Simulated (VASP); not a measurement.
# O2C in VASP: single point with PBE+D3(BJ)

Aim: the single point of O2C with PBE+D3(BJ).

Everything below comes from runs of VASP 6.6.1. Logs are shortened: lines on timing, memory, paths and dates and some standing lists are left out, and cuts for length are marked.

## Step 1: The cell of the first run

The cell holds a molecule in a box, 3 atoms: a = 15.000 Å, b = 15.500 Å, c = 16.000 Å, α = 90.00°, β = 90.00°, γ = 90.00°.

## Step 2: Single point, PBE+D3(BJ)

Input file INCAR:

```
SYSTEM = CO2
ALGO = Normal
EDIFF = 1E-6
ENCUT = 1000
GGA = PE
GGA_COMPAT = .FALSE.
ISIF = 2
ISMEAR = 0
ISYM = 0
IVDW = 12
LASPH = .TRUE.
LCHARG = .TRUE.
LELF = .TRUE.
LREAL = .FALSE.
LVHAR = .TRUE.
LWAVE = .FALSE.
NBANDS = 15
NELM = 120
NELMDL = -8
PREC = Accurate
SIGMA = 0.005
```

Input file KPOINTS:

```
k-points
0
G
  1 1 1
  0 0 0
```

Input file POSCAR:

```
CO2
1.0
   15.0000000000      0.0000000000      0.0000000000
    0.0000000000     15.5000000000      0.0000000000
    0.0000000000      0.0000000000     16.0000000000
O C
2 1
Direct
    0.4302716312      0.5000708680      0.4671482824
    0.5697275118      0.4999266389      0.5328526278
    0.5000008570      0.5000024931      0.4999990899
```

Potentials or basis: VASP PAW PBE potentials, release 64 (O_h, C_h).

Command:

```console
$ cat potpaw_PBE.64/O_h/POTCAR potpaw_PBE.64/C_h/POTCAR > POTCAR
$ mpirun -np 1 vasp_gam > vasp.out
```

OUTCAR:

```text
SYSTEM = CO2
   EDIFF = 1E-6
   ENCUT = 1000
   GGA = PE
   ISIF = 2
   ISMEAR = 0
   ISYM = 0
   IVDW = 12
   LASPH = .TRUE.
   LREAL = .FALSE.
   NELM = 120
   NELMDL = -8
   PREC = Accurate
 IVDW          = 12

 ion  position               nearest neighbor table
   1  0.430  0.500  0.467-   3 1.17
   2  0.570  0.500  0.533-   3 1.17
   3  0.500  0.500  0.500-   2 1.17   1 1.17

IMPORTANT INFORMATION: All symmetrisations will be switched off!
NOSYMM: (Re-)initialisation of all symmetry stuff for point group C_1.

----------------------------------------------------------------------------------------

                                     Primitive cell

  volume of cell :    3720.0000

  direct lattice vectors                    reciprocal lattice vectors
    15.000000000  0.000000000  0.000000000     0.066666667  0.000000000  0.000000000
     0.000000000 15.500000000  0.000000000     0.000000000  0.064516129  0.000000000
     0.000000000  0.000000000 16.000000000     0.000000000  0.000000000  0.062500000

  length of vectors
    15.000000000 15.500000000 16.000000000     0.066666667  0.064516129  0.062500000

  position of ions in fractional coordinates (direct lattice)
     0.430271631  0.500070868  0.467148282
     0.569727512  0.499926639  0.532852628
     0.500000857  0.500002493  0.499999090

  ion indices of the primitive-cell ions
   primitive index   ion index
                 1           1
                 2           2
                 3           3

----------------------------------------------------------------------------------------

 KPOINTS: k-points

Automatic generation of k-mesh.
 Grid dimensions read from file:
 generate k-points for:    1    1    1

 Generating k-lattice:

  Cartesian coordinates                     Fractional coordinates (reciprocal lattice)
     0.066666667  0.000000000  0.000000000     1.000000000  0.000000000  0.000000000
     0.000000000  0.064516129  0.000000000     0.000000000  1.000000000  0.000000000
     0.000000000  0.000000000  0.062500000     0.000000000  0.000000000  1.000000000

  Length of vectors
     0.066666667  0.064516129  0.062500000

  Shift w.r.t. Gamma in fractional coordinates (k-lattice)
     0.000000000  0.000000000  0.000000000

 Subroutine IBZKPT returns following result:
 ===========================================

 Found      1 irreducible k-points:

 Following reciprocal coordinates:
            Coordinates               Weight
  0.000000  0.000000  0.000000      1.000000
   k-points           NKPTS =      1   k-points in BZ     NKDIM =      1   number of bands    NBANDS=     15
   number of dos      NEDOS =    301   number of ions     NIONS =      3
   total plane-waves  NPLWV = ******
   dimension x,y,z NGX =   160 NGY =  160 NGZ =  168
   dimension x,y,z NGXF=   320 NGYF=  320 NGZF=  336
   ions per type =               2   1
   NGX,Y,Z   is equivalent  to a cutoff of  17.73, 17.16, 17.46 a.u.
   NGXF,Y,Z  is equivalent  to a cutoff of  35.47, 34.32, 34.91 a.u.
 SYSTEM =  CO2
   PREC   = accura    normal or accurate (medium, high low for compatibility)
   ISTART =      0    job   : 0-new  1-cont  2-samecut
   ICHARG =      2    charge: 1-file 2-atom 10-const
   ISPIN  =      1    spin polarized calculation?
   LNONCOLLINEAR =      F non collinear calculations
   LSORBIT =      F    spin-orbit coupling
   LASPH  =      T    aspherical Exc in radial PAW
   ENCUT  = 1000.0 eV  73.50 Ry    8.57 a.u.  38.68 39.97 41.25*2*pi/ulx,y,z
   NELM   =    120;   NELMIN=  2; NELMDL= -8     # of ELM steps
   EDIFF  = 0.1E-05   stopping-criterion for ELM
   LREAL  =      F    real-space projection
   EDIFFG = 0.1E-04   stopping-criterion for IOM
   NSW    =      0    number of steps for IOM
   IBRION =     -1    ionic relax: 0-MD 1-quasi-New 2-CG
   NFREE  =      0    steps in history (QN), initial steepest desc. (CG)
   ISIF   =      2    stress and relaxation
   ISYM   =      0    0-nonsym 1-usesym 2-fastsym
   POTIM  = 0.5000    time-step for ionic-motion
   TEBEG  =    0.0;   TEEND  =   0.0 temperature during run
   PSTRESS=    0.0 pullay stress
   NELECT =      16.0000    total number of electrons
   NUPDOWN=      -1.0000    fix difference up-down
   EMIN   =  10.00;   EMAX   =-10.00  energy-range for DOS
   EFERMI =   0.00;   METHOD = LEGACY
   ISMEAR =     0;   SIGMA  =   0.01  broadening in eV -4-tet -1-fermi 0-gaus
   EFERMI_NEDOS =   21; number of points for ismear=-14 and -15
   IALGO  =     38    algorithm
   IMIX   =      4    mixing-type and parameters
     AMIX     =   0.40;   BMIX     =  1.00
     AMIX_MAG =   1.60;   BMIX_MAG =  1.00
  volume/ion in A,a.u.               =    1240.00      8367.93
  Fermi-wavevector in a.u.,A,eV,Ry     =   0.266236  0.503114  0.964405  0.070882
  Thomas-Fermi vector in A             =   1.100240
   LORBIT       =      0    0 simple, 1 ext, 2 COOP (PROOUT), +10 PAW based schemes
   GGA     = PE    functional components
   LHFCALC =     F    Hartree Fock is set to
   AEXX    =    0.0000 exact exchange contribution
   IVDW    =    12    specifies the selected vdW correction
   LEPSILON=     F    determine dielectric tensor
   LRPA    =     F    only Hartree local field effects (RPA)
 non-spin polarized calculation
 Gauss-broadening in eV      SIGMA  =   0.01
  energy-cutoff  :     1000.00
  volume of cell :     3720.00
 maximum number of plane-waves:    133573
 NGX is ok and might be reduce to   160
   NGX = 77   NGY = 79   NGZ = 83

 number of electron      15.9999999 magnetization

 Free energy of the ion-electron system (eV)
  ---------------------------------------------------
  ext. energy  EPLUGINS =         0.00000000
  ---------------------------------------------------
  free energy    TOTEN  =       -23.23205078 eV

  energy without entropy =      -23.23205078  energy(sigma->0) =      -23.23205078

 E-fermi :  -8.9824     XC(G=0):  -0.2163

 val. band max:       -9.0058648370   @ k =   0.0000   0.0000   0.0000
 cond. band min:      -0.9173237724   @ k =   0.0000   0.0000   0.0000
 fundamental gap:      8.0885410646
 Fermi energy:        -8.9824022958

 k-point     1 :       0.0000    0.0000    0.0000
  band No.  band energies     occupation
      1     -29.0614      2.00000
      2     -28.0554      2.00000
      3     -13.7710      2.00000
      4     -12.6110      2.00000
      5     -12.6017      2.00000
      6     -12.6016      2.00000
      7      -9.0059      2.00000
      8      -9.0059      2.00000
      9      -0.9173      0.00000
     10      -0.4164      0.00000
     11      -0.4163      0.00000
     12       0.1349      0.00000
     13       0.4768      0.00000
     14       0.4997      0.00000
     15       0.5609      0.00000

------------------------ aborting loop because EDIFF is reached ----------------------------------------

 Edisp (eV)   -0.02550

 E8    (eV) :    -0.0077

  FORCE on cell =-STRESS in cart. coord.  units (eV):
  Direction    XX          YY          ZZ          XY          YZ          ZX
  --------------------------------------------------------------------------------------
  -------------------------------------------------------------------------------------
  Total       0.00739    -0.01059    -0.00607     0.00002     0.00000     0.00959
  in kB       0.00318    -0.00456    -0.00261     0.00001     0.00000     0.00413
  external pressure =       -0.00 kB  Pullay stress =        0.00 kB

 VOLUME and BASIS-vectors are now :
 -----------------------------------------------------------------------------
  energy-cutoff  :     1000.00
  volume of cell :     3720.00
      direct lattice vectors                 reciprocal lattice vectors
    15.000000000  0.000000000  0.000000000     0.066666667  0.000000000  0.000000000
     0.000000000 15.500000000  0.000000000     0.000000000  0.064516129  0.000000000
     0.000000000  0.000000000 16.000000000     0.000000000  0.000000000  0.062500000

 POSITION                                       TOTAL-FORCE (eV/Angst)
 -----------------------------------------------------------------------------------
      6.45407      7.75110      7.47437        -0.010830      0.000312     -0.005318
      8.54591      7.74886      8.52564         0.012169      0.000453      0.005575
      7.50001      7.75004      7.99999        -0.001339     -0.000765     -0.000257
 -----------------------------------------------------------------------------------
    total drift:                                0.000001      0.000002      0.000002

  FREE ENERGIE OF THE ION-ELECTRON SYSTEM (eV)
  ---------------------------------------------------
  free  energy   TOTEN  =       -23.2575554413 eV

  energy  without entropy=      -23.2575554413  energy(sigma->0) =      -23.25755544
```

OSZICAR:

```text
N       E                     dE             d eps       ncg     rms          rms(c)
DAV:   1     0.213158732151E+03    0.21316E+03   -0.38488E+03    38   0.842E+02
DAV:   2     0.126491806807E+03   -0.86667E+02   -0.72709E+02    44   0.975E+01
DAV:   3     0.966642653836E+01   -0.11683E+03   -0.11005E+03    60   0.908E+01
[... 17 lines left out ...]
DAV:  21    -0.232320276718E+02   -0.12989E-04   -0.20422E-07    29   0.330E-03    0.431E-04
DAV:  22    -0.232320447768E+02   -0.17105E-04   -0.26325E-07    29   0.249E-03    0.272E-04
DAV:  23    -0.232320479383E+02   -0.31615E-05   -0.61367E-08    22   0.170E-03    0.154E-04
DAV:  24    -0.232320505341E+02   -0.25958E-05   -0.74840E-09    29   0.956E-04    0.142E-04
DAV:  25    -0.232320507766E+02   -0.24251E-06    0.15680E-08    29   0.604E-04
   1 F= -.23257555E+02 E0= -.23257555E+02  d E =-.145536E-11
```

Run time: 9.1 min. Hardware: 1 thread of Intel Xeon 6975P-C (Granite Rapids), shared host; peak memory 5.4 GiB.

What came out:

- Free energy: -23.2576 eV
- Largest force: 0.013 eV/Å
- Gap between the frontier levels: 8.09 eV
- Dispersion energy per atom: -0.008 eV

Forces in eV/Å, atoms in the order of the input:
```
O   -0.011  0.000 -0.005
O    0.012  0.000  0.006
C   -0.001 -0.001  0.000
```

Levels at points of the mesh, in eV from the valence-band top:
| k point | band 5 | band 6 | band 7 | band 8 | band 9 | band 10 | band 11 | band 12 |
| --- | --- | --- | --- | --- | --- | --- | --- | --- |
| (0.00, 0.00, 0.00) | -3.60 | -3.60 | 0.00 | 0.00 | 8.09 | 8.59 | 8.59 | 9.14 |
